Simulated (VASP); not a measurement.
Wanted: the native input for a VASP 6.6.1 run.

| Quantity | Value |
| --- | --- |
| Task | single point |
| Functional | LDA |
| Potentials or basis | VASP PAW LDA potentials, release 64 (Hf_pv, O) |
| Cutoff | 520 eV |
| k mesh | 6 × 6 × 8 |
| Occupations | gaussian, width 0.02 eV |
| Spin | no spin polarisation |
| Dipole correction | no |
| Further INCAR settings | ALGO = Normal; EDIFF = 1e-07; NBANDS = 31 |

The structure of HfO2 lies in POSCAR:

```
HfO2
1.0
    4.7888991312      0.0000000000      0.0000000000
    0.0000000000      4.7888991312      0.0000000000
    0.0000000000      0.0000000000      3.1858186438
Hf O
2 4
Direct
    0.0000000000      0.0000000000      0.0000000000
    0.5000000000      0.5000000000      0.5000000000
    0.1951075728      0.8048924272      0.5000000000
    0.3048924272      0.3048924272      0.0000000000
    0.6951075728      0.6951075728      0.0000000000
    0.8048924272      0.1951075728      0.5000000000
```

The input as run:

INCAR

```
  PREC = Accurate
  ENCUT = 520
  EDIFF = 1E-7
  ISMEAR = 0
  SIGMA = 0.02
  LREAL = False
  LASPH = True
  NELM = 60
  ALGO = Normal
  ISIF = 2
  LWAVE = False
  LCHARG = False
  GGA = CA
  NBANDS = 31
```

KPOINTS

```
Automatic mesh
0
Gamma
  6 6 8
```

Potentials or basis: VASP PAW LDA potentials, release 64 (Hf_pv, O).

The run is started by

```sh
$ cat potpaw_LDA.64/Hf_pv/POTCAR potpaw_LDA.64/O/POTCAR > POTCAR
$ mpirun -np 1 vasp_std > vasp.out
```

Results of the run:

| Quantity | Value |
| --- | --- |
| Pressure | -2.1 GPa |
| Largest force | 0.043 eV/Å |
| Band gap on the k mesh | 3.83 eV |

Caveat: spin-orbit coupling is left out, which moves the levels of the heavy elements.

Run time: 40 s on 1 thread of Intel(R) Xeon(R) 6975P-C (Granite Rapids), with other jobs on the host, peak memory 0.21 GiB.
